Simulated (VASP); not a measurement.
A run of VASP 6.6.1:

Contents of INCAR:

```
SYSTEM = Al4N5
PREC = Accurate ; ENCUT = 520
EDIFF = 1E-6 ; ISMEAR = 0
SIGMA = 0.05 ; LREAL = .FALSE.
LASPH = .TRUE. ; NELM = 200
ALGO = Normal ; ISIF = 2
LWAVE = .FALSE. ; LCHARG = .FALSE.
ISPIN = 2 ; MAGMOM = 0 0 0 0 0 0 0 0 3
LORBIT = 11 ; LDIPOL = .TRUE.
IDIPOL = 3 ; DIPOL = 0.5 0.5 0.324
GGA = PE ; NBANDS = 32
GGA_COMPAT = .FALSE. ; NELMDL = -8
```

File KPOINTS:

```
Automatic mesh
0
G
  9 6 1
  0 0 0
```

Contents of POSCAR:

```
Al4N5
1.0
    3.1297683445      0.0000000000      0.0000000000
    0.0000000000      5.0173032419      0.0000000000
    0.0000000000      0.0000000000     19.0620320396
Al N
4 5
Direct
    0.0000000000      0.9982714950      0.2098412169
    0.5000000000      0.4982714950      0.2572383830
    0.5000000000      0.9915197257      0.3577010219
    0.0000000000      0.4624332462      0.3868097530
    0.0000000000      0.6167285050      0.2098412169
    0.5000000000      0.1167285050      0.2572383830
    0.5000000000      0.6143669392      0.3564124135
    0.0000000000      0.1112303975      0.3967065014
    0.5000000000      0.4445637309      0.4829355600
```

Potentials or basis: VASP PAW PBE potentials, release 64 (Al, N).

Run with:

```bash
$ cat potpaw_PBE.64/Al/POTCAR potpaw_PBE.64/N/POTCAR > POTCAR
$ mpirun -np 1 vasp_std > vasp.out
```

Hardware: 1 thread of Intel(R) Xeon(R) Platinum 8559C (Emerald Rapids), on a shared host.

**Question.** How long does it take, and how much memory?

**Answer.** It took 8.1 min on 1 thread of Intel(R) Xeon(R) Platinum 8559C (Emerald Rapids), with other jobs on the host, peak memory 0.62 GiB. Counts: scf iterations 32, k points 20.
